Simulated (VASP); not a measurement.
Set up this calculation in VASP 6.6.1, as the native input.

* Task: single point
* Functional: LDA
* Potentials or basis: VASP PAW LDA potentials, release 64 (Ta_pv, Ru_pv)
* Cutoff: 500 eV
* k mesh: 13 × 13 × 13
* Occupations: fermi-dirac, width 0.03 eV
* Spin: no spin polarisation
* Dipole correction: no
* Further INCAR settings: ALGO = Normal; EDIFF = 1e-06; NBANDS = 20

The structure of TaRu lies in POSCAR:

```
TaRu
1.0
    3.1551300000      0.0000000000      0.0000000000
    0.0000000000      3.1551300000      0.0000000000
    0.0000000000      0.0000000000      3.1870000000
Ta Ru
1 1
Direct
    0.5000000000      0.5000000000      0.5000000000
    0.0000000000      0.0000000000      0.0000000000
```

This cell differs from its parent crystal: equal xx and yy strain of -1 %.

These files were run (other wordings do the same):

INCAR

```
SYSTEM = TaRu
  ALGO = Normal
  EDIFF = 1E-6
  ENCUT = 500
  GGA_COMPAT = .FALSE.
  ISIF = 2
  ISMEAR = -1
  LASPH = .TRUE.
  LCHARG = .TRUE.
  LELF = .TRUE.
  LREAL = .FALSE.
  LVHAR = .TRUE.
  LWAVE = .FALSE.
  NBANDS = 20
  NELM = 120
  PREC = Accurate
  SIGMA = 0.03
```

KPOINTS

```
k-points
0
G
  13 13 13
  0 0 0
```

Potentials or basis: VASP PAW LDA potentials, release 64 (Ta_pv, Ru_pv).

The run is started by

```console
$ cat potpaw_LDA.64/Ta_pv/POTCAR potpaw_LDA.64/Ru_pv/POTCAR > POTCAR
$ mpirun -np 1 vasp_std > vasp.out
```

Results of the run:

```yaml
Pressure: -11.0 GPa
Band_gap_on_the_k_mesh: zero (an odd number of electrons rules out a gap without spin polarisation)
```

Caveat: the cell differs from its parent crystal (equal xx and yy strain of -1 %); the cell stands under tension; spin-orbit coupling is left out, which moves the levels of the heavy elements.

Run time: 24 s on 1 thread of Intel(R) Xeon(R) 6975P-C (Granite Rapids) (shared host), peak memory 0.22 GiB.
